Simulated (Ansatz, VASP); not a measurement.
**LiYHg: VASP beside Ansatz**

Contents of INCAR:

```
PREC = Accurate ; ENCUT = 600
EDIFF = 1E-7 ; ISMEAR = 0
SIGMA = 0.1 ; LREAL = F
LASPH = T ; NELM = 80
ALGO = Normal ; ISIF = 3
LWAVE = F ; LCHARG = F
GGA = PE ; IBRION = 2
NSW = 90 ; EDIFFG = -0.04
```

Contents of KPOINTS:

```
regular mesh
0
Gamma
  4 4 4
```

POSCAR

```
LiYHg
1.0
    3.9129880500      0.0000000000      0.0000000000
    0.0000000000      3.9129880500      0.0000000000
    0.0000000000      0.0000000000      3.9691185900
Li Y Hg
1 1 1
Direct
    0.5000000000      0.5000000000      0.5000000000
    0.0000000000      0.0000000000      0.0000000000
    0.5000000000      0.5000000000      0.0000000000
```

Input for Ansatz:

```yaml
crystal:
  lattice:
    - [3.91298805, 0.0, 0.0]
    - [0.0, 3.91298805, 0.0]
    - [0.0, 0.0, 3.96911859]
  atoms:
    - { symbol: Li, position: [0.5, 0.5, 0.5] }
    - { symbol: "Y", position: [0.0, 0.0, 0.0] }
    - { symbol: Hg, position: [0.5, 0.5, 0.0] }
basis:
  ecutwfc: 420
kpoints:
  mp_grid: { grid: [4, 4, 4] }
hamiltonian:
  xc: pbe
scf:
  occupations: { method: gaussian, width: 0.1 }
  lower_state_search: "off"
output:
  forces: true
  stress: true
  eigenvalues: true
relax:
  adjacent_minimum: "off"
  f_tol: 0.04
  max_steps: 70
  cell: { stress_tol: 0.4 }
```

Change from the starting cell: species swapped into the YCoC type (P4/mmm, No. 123).

Alike in both runs: task relaxation of cell and atoms; functional PBE; k mesh 4 × 4 × 4; occupations gaussian, width 0.1 eV; no spin polarisation.

|  | VASP | Ansatz |
| --- | --- | --- |
| version | VASP 6.6.1 | Ansatz 0.2.0 |
| potentials or method | VASP PAW PBE potentials, release 64 (Li_sv, Y_sv, Hg), cutoff 600 eV | scalar-relativistic, plane waves, PAW |
| valence electrons in the cell | 26 | 34 |

|  | VASP | Ansatz | Ansatz less VASP |
| --- | --- | --- | --- |
| gap on the k mesh at the Fermi level, each at its own relaxed structure (eV) | none | none | - |
| relaxed volume (Å³/atom) | 30.61 | 30.96 | +0.359 |
| relaxed length of the cell vector where the two differ most in proportion (Å) | 5.118 | 5.176 | +0.0579 |

A gap of «none» marks a metal or a gap that the smearing closes. VASP's potentials hold 26 valence electrons a cell and Ansatz's 34, so a difference there can come from the potentials and not from the codes.

The k mesh is coarse, so the values compare programs but aren't converged. Neither program's run includes spin-orbit coupling. Noted on VASP's run: the cutoff is under 1.25 times that of the potentials, so the pressure is a little rough; the volume moved by over 15 % at a fixed basis, so the end points are rough.
